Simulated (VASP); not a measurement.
Set up this calculation in VASP 6.6.1, as the native input.

| Quantity | Value |
| --- | --- |
| Task | single point |
| Functional | LDA |
| Potentials or basis | VASP PAW LDA potentials, release 64 (Sr_sv, Ti_sv, O) |
| Cutoff | 600 eV |
| k mesh | 1 × 1 × 1, shifted |
| Occupations | fermi-dirac, width 0.05 eV |
| Spin | no spin polarisation |
| Dipole correction | no |
| Further INCAR settings | LREAL = Auto; ALGO = Normal; EDIFF = 1e-06; NBANDS = 186; ISYM = 0 |

The structure of SrTiO3 lies in POSCAR:

```
SrTiO3
1.0
    7.7828210000      0.0000000000      0.0000000000
    0.0000000000      7.7828210000      0.0000000000
    0.0000000000      0.0000000000      7.7828210000
Sr Ti O
8 8 24
Direct
    0.0000000000      0.0000000000      0.0000000000
    0.0000000000      0.0000000000      0.5000000000
    0.0000000000      0.5000000000      0.0000000000
    0.0000000000      0.5000000000      0.5000000000
    0.5000000000      0.0000000000      0.0000000000
    0.5000000000      0.0000000000      0.5000000000
    0.5000000000      0.5000000000      0.0000000000
    0.5000000000      0.5000000000      0.5000000000
    0.2500000000      0.2500000000      0.2500000000
    0.2500000000      0.2500000000      0.7500000000
    0.2500000000      0.7500000000      0.2500000000
    0.2500000000      0.7500000000      0.7500000000
    0.7500000000      0.2500000000      0.2500000000
    0.7500000000      0.2500000000      0.7500000000
    0.7500000000      0.7500000000      0.2500000000
    0.7500000000      0.7500000000      0.7500000000
    0.2500000000      0.2500000000      0.0000000000
    0.2500000000      0.2500000000      0.5000000000
    0.2500000000      0.7500000000      0.0000000000
    0.2500000000      0.7500000000      0.5000000000
    0.7500000000      0.2500000000      0.0000000000
    0.7500000000      0.2500000000      0.5000000000
    0.7500000000      0.7500000000      0.0000000000
    0.7500000000      0.7500000000      0.5000000000
    0.0000000000      0.2500000000      0.2500000000
    0.0000000000      0.2500000000      0.7500000000
    0.0000000000      0.7500000000      0.2500000000
    0.0000000000      0.7500000000      0.7500000000
    0.5000000000      0.2500000000      0.2500000000
    0.5000000000      0.2500000000      0.7500000000
    0.5000000000      0.7500000000      0.2500000000
    0.5000000000      0.7500000000      0.7500000000
    0.2500000000      0.0000000000      0.2500000000
    0.2500000000      0.0000000000      0.7500000000
    0.2500000000      0.5000000000      0.2500000000
    0.2500000000      0.5000000000      0.7500000000
    0.7500000000      0.0000000000      0.2500000000
    0.7500000000      0.0000000000      0.7500000000
    0.7500000000      0.5000000000      0.2500000000
    0.7500000000      0.5000000000      0.7500000000
```

These files were run (other wordings do the same):

INCAR

```
  PREC = Accurate
  ENCUT = 600
  EDIFF = 1E-6
  ISMEAR = -1
  SIGMA = 0.05
  LREAL = Auto
  LASPH = True
  NELM = 120
  ALGO = Normal
  ISIF = 2
  LWAVE = False
  LCHARG = False
  ISYM = 0
  NBANDS = 186
  GGA_COMPAT = False
```

KPOINTS

```
Automatic mesh
0
Gamma
  1 1 1
  0.25 0.25 0.25
```

Potentials or basis: VASP PAW LDA potentials, release 64 (Sr_sv, Ti_sv, O).

The run is started by

```sh
$ cat potpaw_LDA.64/Sr_sv/POTCAR potpaw_LDA.64/Ti_sv/POTCAR potpaw_LDA.64/O/POTCAR > POTCAR
$ mpirun -np 1 vasp_std > vasp.out
```

It gave:

* Pressure: -4.7 GPa
* Band gap on the k mesh: 2.54 eV

Caveat: the cell stands under tension; a shifted mesh leaves out Γ, where band edges can lie.

Run time: 20 min on 1 thread of Oxide Virtual Turin-like Processor, on a shared host, peak memory 0.56 GiB.
